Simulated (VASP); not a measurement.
# LiH (Fm-3m) in VASP: a series of runs

The runs below take LiH through single point, with PBE, PBEsol, r2SCAN, HSE06.

Program: VASP 6.6.1. These are calculated values, not measurements. Logs are shortened: lines on timing, memory, paths and dates and some standing lists are left out, and cuts for length are marked.

### 1 The cell of the first run

The structure is cubic, space group Fm-3m (No. 225). Conventional cell: a = 3.997 Å, b = 3.997 Å, c = 3.997 Å, α = 90.00°, β = 90.00°, γ = 90.00°. Within 2.6 Å of Li (site symmetry m-3m) lie 6 H at 2.00 Å. H (site symmetry m-3m) has 6 Li at 2.00 Å within 2.6 Å.

### 2 Single point, PBE

Input file INCAR:

```
SYSTEM = LiH
PREC     = Accurate       ! precision mode
ENCUT    = 520            ! plane-wave cutoff, eV
EDIFF    = 1E-7           ! SCF threshold, eV
ISMEAR   = 0              ! smearing method
SIGMA    = 0.001          ! smearing width, eV
LREAL    = .False.        ! projectors in reciprocal space
LASPH    = .True.         ! aspherical terms in the spheres
NELM     = 80             ! most SCF steps
ALGO     = Normal         ! electronic algorithm
ISIF     = 2              ! what is computed and relaxed
LWAVE    = .False.        ! write WAVECAR
LCHARG   = .False.        ! write CHGCAR
GGA      = PE             ! functional
NBANDS   = 9              ! bands
```

Input file KPOINTS:

```
regular mesh
0
Gamma
  8 8 8
  0 0 0
```

Input file POSCAR:

```
LiH
1.0
    0.0000000000      1.9984726927      1.9984726927
    1.9984726927      0.0000000000      1.9984726927
    1.9984726927      1.9984726927      0.0000000000
Li H
1 1
Direct
    0.0000000000      0.0000000000      0.0000000000
    0.5000000000      0.5000000000      0.5000000000
```

Potentials or basis: VASP PAW PBE potentials, release 64 (Li_sv, H).

Command:

```sh
$ cat potpaw_PBE.64/Li_sv/POTCAR potpaw_PBE.64/H/POTCAR > POTCAR
$ mpirun -np 1 vasp_std > vasp.out
```

OUTCAR:

```text
SYSTEM = LiH
   PREC = Accurate
   ENCUT = 520
   EDIFF = 1E-7
   ISMEAR = 0
   LREAL = .False.
   LASPH = .True.
   NELM = 80
   ISIF = 2
   GGA = PE

 ion  position               nearest neighbor table
   1  0.000  0.000  0.000-
   2  0.500  0.500  0.500-

  LATTYP: Found a face centered cubic cell.
 ALAT       =     3.9969453854

  Lattice vectors:

 A1 = (   0.0000000000,   1.9984726927,   1.9984726927)
 A2 = (   1.9984726927,   0.0000000000,   1.9984726927)
 A3 = (   1.9984726927,   1.9984726927,   0.0000000000)

Analysis of symmetry for initial positions (statically):
=====================================================================
 Subroutine PRICEL returns:
 Original cell was already a primitive cell.

 Routine SETGRP: Setting up the symmetry group for a
 face centered cubic supercell.

 Subroutine GETGRP returns: Found 48 space group operations
 (whereof 48 operations were pure point group operations)
 out of a pool of 48 trial point group operations.

The static configuration has the point symmetry O_h .

Analysis of symmetry for dynamics (positions and initial velocities):
=====================================================================
 Subroutine PRICEL returns:
 Original cell was already a primitive cell.

 Routine SETGRP: Setting up the symmetry group for a
 face centered cubic supercell.

 Subroutine GETGRP returns: Found 48 space group operations
 (whereof 48 operations were pure point group operations)
 out of a pool of 48 trial point group operations.

The dynamic configuration has the point symmetry O_h .

 Subroutine INISYM returns: Found 48 space group operations
 (whereof 48 operations are pure point group operations),
 and found     1 'primitive' translations

----------------------------------------------------------------------------------------

                                     Primitive cell

  volume of cell :      15.9634

  direct lattice vectors                    reciprocal lattice vectors
     0.000000000  1.998472693  1.998472693    -0.250191059  0.250191059  0.250191059
     1.998472693  0.000000000  1.998472693     0.250191059 -0.250191059  0.250191059
     1.998472693  1.998472693  0.000000000     0.250191059  0.250191059 -0.250191059

  length of vectors
     2.826267186  2.826267186  2.826267186     0.433343626  0.433343626  0.433343626

  position of ions in fractional coordinates (direct lattice)
     0.000000000  0.000000000  0.000000000
     0.500000000  0.500000000  0.500000000

  ion indices of the primitive-cell ions
   primitive index   ion index
                 1           1
                 2           2

----------------------------------------------------------------------------------------

 KPOINTS: regular mesh

Automatic generation of k-mesh.
 Grid dimensions read from file:
 generate k-points for:    8    8    8

 Generating k-lattice:

  Cartesian coordinates                     Fractional coordinates (reciprocal lattice)
    -0.031273882  0.031273882  0.031273882     0.125000000  0.000000000  0.000000000
     0.031273882 -0.031273882  0.031273882     0.000000000  0.125000000  0.000000000
     0.031273882  0.031273882 -0.031273882     0.000000000  0.000000000  0.125000000

  Length of vectors
     0.054167953  0.054167953  0.054167953

  Shift w.r.t. Gamma in fractional coordinates (k-lattice)
     0.000000000  0.000000000  0.000000000

 Subroutine IBZKPT returns following result:
 ===========================================

 Found     29 irreducible k-points:

 Following reciprocal coordinates:
            Coordinates               Weight
  0.000000  0.000000  0.000000      1.000000
  0.125000  0.000000  0.000000      8.000000
  0.250000  0.000000  0.000000      8.000000
  0.375000  0.000000  0.000000      8.000000
  0.500000  0.000000  0.000000      4.000000
  0.125000  0.125000  0.000000      6.000000
[... 16 lines left out ...]
  0.500000  0.250000  0.125000     48.000000
 -0.375000  0.250000  0.125000     24.000000
 [... further k-points ...]
   k-points           NKPTS =     29   k-points in BZ     NKDIM =     29   number of bands    NBANDS=      9
   number of dos      NEDOS =    301   number of ions     NIONS =      2
   total plane-waves  NPLWV =  13824
   dimension x,y,z NGX =    24 NGY =   24 NGZ =   24
   dimension x,y,z NGXF=    48 NGYF=   48 NGZF=   48
   ions per type =               1   1
   NGX,Y,Z   is equivalent  to a cutoff of  14.12, 14.12, 14.12 a.u.
   NGXF,Y,Z  is equivalent  to a cutoff of  28.23, 28.23, 28.23 a.u.
 SYSTEM =  LiH
   PREC   = accura    normal or accurate (medium, high low for compatibility)
   ISTART =      0    job   : 0-new  1-cont  2-samecut
   ICHARG =      2    charge: 1-file 2-atom 10-const
   ISPIN  =      1    spin polarized calculation?
   LNONCOLLINEAR =      F non collinear calculations
   LSORBIT =      F    spin-orbit coupling
   LASPH  =      T    aspherical Exc in radial PAW
   ENCUT  =  520.0 eV  38.22 Ry    6.18 a.u.   5.25  5.25  5.25*2*pi/ulx,y,z
   NELM   =     80;   NELMIN=  2; NELMDL= -5     # of ELM steps
   EDIFF  = 0.1E-06   stopping-criterion for ELM
   LREAL  =      F    real-space projection
   EDIFFG = 0.1E-05   stopping-criterion for IOM
   NSW    =      0    number of steps for IOM
   IBRION =     -1    ionic relax: 0-MD 1-quasi-New 2-CG
   NFREE  =      0    steps in history (QN), initial steepest desc. (CG)
   ISIF   =      2    stress and relaxation
   ISYM   =      2    0-nonsym 1-usesym 2-fastsym
   POTIM  = 0.5000    time-step for ionic-motion
   TEBEG  =    0.0;   TEEND  =   0.0 temperature during run
   PSTRESS=    0.0 pullay stress
   NELECT =       4.0000    total number of electrons
   NUPDOWN=      -1.0000    fix difference up-down
   EMIN   =  10.00;   EMAX   =-10.00  energy-range for DOS
   EFERMI =   0.00;   METHOD = LEGACY
   ISMEAR =     0;   SIGMA  =   0.00  broadening in eV -4-tet -1-fermi 0-gaus
   EFERMI_NEDOS =   21; number of points for ismear=-14 and -15
   IALGO  =     38    algorithm
   IMIX   =      4    mixing-type and parameters
     AMIX     =   0.40;   BMIX     =  1.00
     AMIX_MAG =   1.60;   BMIX_MAG =  1.00
  volume/ion in A,a.u.               =       7.98        53.86
  Fermi-wavevector in a.u.,A,eV,Ry     =   1.032096  1.950378 14.493217  1.065221
  Thomas-Fermi vector in A             =   2.166276
   LORBIT       =      0    0 simple, 1 ext, 2 COOP (PROOUT), +10 PAW based schemes
   GGA     = PE    functional components
   LHFCALC =     F    Hartree Fock is set to
   AEXX    =    0.0000 exact exchange contribution
   IVDW    =     0    specifies the selected vdW correction
   LEPSILON=     F    determine dielectric tensor
   LRPA    =     F    only Hartree local field effects (RPA)
 non-spin polarized calculation
 Gauss-broadening in eV      SIGMA  =   0.00
  energy-cutoff  :      520.00
  volume of cell :       15.96
 maximum number of plane-waves:       445
 NGX is ok and might be reduce to    24
   NGX = 11   NGY = 11   NGZ = 11

 number of electron       3.9999996 magnetization

 Free energy of the ion-electron system (eV)
  ---------------------------------------------------
  ext. energy  EPLUGINS =         0.00000000
  ---------------------------------------------------
  free energy    TOTEN  =        -6.12682818 eV

  energy without entropy =       -6.12682818  energy(sigma->0) =       -6.12682818

 E-fermi :   0.2688     XC(G=0):  -8.5395

 val. band max:        0.1322594203   @ k =   0.5000   0.5000   0.0000
 cond. band min:       3.1049627543   @ k =   0.5000   0.5000   0.0000
 fundamental gap:      2.9727033340
 Fermi energy:         0.2687905959

 k-point     1 :       0.0000    0.0000    0.0000
  band No.  band energies     occupation
      1     -44.1506      2.00000
      2      -5.3341      2.00000
      3      16.3393      0.00000
      4      18.1121      0.00000
      5      18.1121      0.00000
      6      18.1121      0.00000
      7      22.8437      0.00000
      8      22.8437      0.00000
      9      22.8437      0.00000

 k-point     2 :       0.1250    0.0000    0.0000
  band No.  band energies     occupation
      1     -44.1438      2.00000
      2      -5.0579      2.00000
      3      14.0810      0.00000
      4      16.7862      0.00000
      5      17.5557      0.00000
      6      17.5557      0.00000
      7      22.3850      0.00000
      8      24.0389      0.00000
      9      24.0389      0.00000

 k-point     3 :       0.2500    0.0000    0.0000
  band No.  band energies     occupation
      1     -44.1268      2.00000
      2      -4.2667      2.00000
      3       9.9055      0.00000
      4      15.2831      0.00000
      5      16.8549      0.00000
      6      16.8549      0.00000
      7      22.3979      0.00000
      8      22.3979      0.00000
      9      23.8470      0.00000

 k-point     4 :       0.3750    0.0000    0.0000
  band No.  band energies     occupation
      1     -44.1098      2.00000
      2      -3.1668      2.00000
      3       6.5087      0.00000
      4      14.2387      0.00000
      5      16.6396      0.00000
      6      16.6396      0.00000
      7      20.1959      0.00000
      8      20.1959      0.00000
      9      26.0827      0.00000
[... 205 lines left out ...]
 k-point    22 :       0.3750    0.2500    0.1250
  band No.  band energies     occupation
      1     -44.1144      2.00000
      2      -3.4922      2.00000
      3       9.7584      0.00000
      4      10.4941      0.00000
      5      14.4278      0.00000
      6      17.8878      0.00000
      7      20.3617      0.00000
      8      24.0669      0.00000
      9      27.9258      0.00000

 k-point    23 :       0.5000    0.2500    0.1250
  band No.  band energies     occupation
      1     -44.1009      2.00000
      2      -2.3188      2.00000
      3       6.7162      0.00000
      4       9.3107      0.00000
      5      13.7549      0.00000
      6      17.0500      0.00000
      7      22.5694      0.00000
      8      24.6195      0.00000
      9      27.3815      0.00000

 k-point    24 :      -0.3750    0.2500    0.1250
  band No.  band energies     occupation
      1     -44.0954      2.00000
      2      -1.6009      2.00000
      3       5.2374      0.00000
      4       9.0154      0.00000
      5      13.5046      0.00000
      6      16.6401      0.00000
      7      23.3205      0.00000
      8      26.3994      0.00000
      9      27.6148      0.00000

 [... further k-points ...]

------------------------ aborting loop because EDIFF is reached ----------------------------------------

  FORCE on cell =-STRESS in cart. coord.  units (eV):
  Direction    XX          YY          ZZ          XY          YZ          ZX
  --------------------------------------------------------------------------------------
  -------------------------------------------------------------------------------------
  Total        0.0029260      0.0029260      0.0029260      0.0000000      0.0000000     -0.0000000
  in kB        0.2936725      0.2936725      0.2936725      0.0000000      0.0000000     -0.0000000
  external PRESSURE =       0.2936725 kB  Pullay stress =       0.0000000 kB

 VOLUME and BASIS-vectors are now :
 -----------------------------------------------------------------------------
  energy-cutoff  :      520.00
  volume of cell :       15.96
      direct lattice vectors                 reciprocal lattice vectors
     0.000000000  1.998472693  1.998472693    -0.250191059  0.250191059  0.250191059
     1.998472693  0.000000000  1.998472693     0.250191059 -0.250191059  0.250191059
     1.998472693  1.998472693  0.000000000     0.250191059  0.250191059 -0.250191059

 POSITION                                       TOTAL-FORCE (eV/Angst)
 -----------------------------------------------------------------------------------
      0.00000      0.00000      0.00000         0.000000     -0.000000     -0.000000
      1.99847      1.99847      1.99847        -0.000000      0.000000      0.000000
 -----------------------------------------------------------------------------------
    total drift:                                0.000000     -0.000000     -0.000000

  FREE ENERGIE OF THE ION-ELECTRON SYSTEM (eV)
  ---------------------------------------------------
  free  energy   TOTEN  =        -6.1268281808 eV

  energy  without entropy=       -6.1268281808  energy(sigma->0) =       -6.12682818
```

Wall time 4.8 s (1 thread of Intel Xeon Platinum 8488C (Sapphire Rapids), shared host); peak memory 0.13 GiB.

Results:

- Free energy: -6.1268 eV
- Band gap on the k mesh: 2.97 eV

Caveat: the cutoff is under 1.25 times the usual one of these potentials, so pressure, stress and relaxed cells hold a basis-set (Pulay) error.

### 3 Single point, PBEsol

Input file INCAR:

```
SYSTEM = LiH
PREC     = Accurate       ! precision mode
ENCUT    = 520            ! plane-wave cutoff, eV
EDIFF    = 1E-6           ! SCF threshold, eV
ISMEAR   = 0              ! smearing method
SIGMA    = 0.01           ! smearing width, eV
LREAL    = .False.        ! projectors in reciprocal space
LASPH    = .True.         ! aspherical terms in the spheres
NELM     = 60             ! most SCF steps
ALGO     = Normal         ! electronic algorithm
ISIF     = 2              ! what is computed and relaxed
LWAVE    = .False.        ! write WAVECAR
LCHARG   = .True.         ! write CHGCAR
GGA      = PS             ! functional
LELF     = .True.         ! ELF
LVHAR    = .True.       
NBANDS   = 9              ! bands
```

Input file KPOINTS:

```
Automatic mesh
0
Gamma
  8 8 8
  0 0 0
```

POSCAR is that of step 2.

Potentials or basis: VASP PAW PBE potentials, release 64 (Li_sv, H).

Command:

```sh
$ cat potpaw_PBE.64/Li_sv/POTCAR potpaw_PBE.64/H/POTCAR > POTCAR
$ mpirun -np 1 vasp_std > vasp.out
```

Run time: 5 s. Hardware: 1 thread of Intel Xeon Platinum 8488C (Sapphire Rapids), shared host; peak memory 0.13 GiB.

It converged, with:

```
Free energy            : -6.1201 eV
Band gap on the k mesh : 2.74 eV
```

Levels at points of the mesh, in eV from the valence-band top:
| k point | band 1 | band 2 | band 3 | band 4 | band 5 | band 6 |
| --- | --- | --- | --- | --- | --- | --- |
| (0.00, 0.00, 0.00) | -43.70 | -5.58 | 16.22 | 17.82 | 17.82 | 17.82 |
| (0.50, 0.00, 0.00) | -43.64 | -2.73 | 4.72 | 13.64 | 16.37 | 16.37 |
| (0.50, 0.50, 0.00) | -43.63 | 0.00 | 2.74 | 10.66 | 10.66 | 13.74 |

Caveat: the cutoff is under 1.25 times the usual one of these potentials, so pressure, stress and relaxed cells hold a basis-set (Pulay) error; the PAW data sets were made with another functional, which shifts forces and pressure a little. A k mesh can miss the band edges.

(Continued in part 2 of 2.)
